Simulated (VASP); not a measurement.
Be:

```
Be
1.0
    -1.25086    1.25086    1.25086
     1.25086   -1.25086    1.25086
     1.25086    1.25086   -1.25086
Be
1
Direct
  0.00000 0.00000 0.00000
```

Program: VASP 6.6.1. Alike in all runs: task single point; level r2SCAN; potentials or basis VASP PAW PBE potentials, release 64 (Be); cell as given; cutoff (eV) 520; smearing fermi-dirac 0.1 eV. Hardware: 1 thread of Intel Xeon 6975P-C, on a shared host.

Q: Order these runs on this cell by their wall time, lowest first.
A. spin non-collinear, zero start, SOC; k mesh 17 × 17 × 17
B. spin off; k mesh 20 × 20 × 20
C. spin off; k mesh 29 × 29 × 29

A: B (15 s), C (34 s), A (71 s).
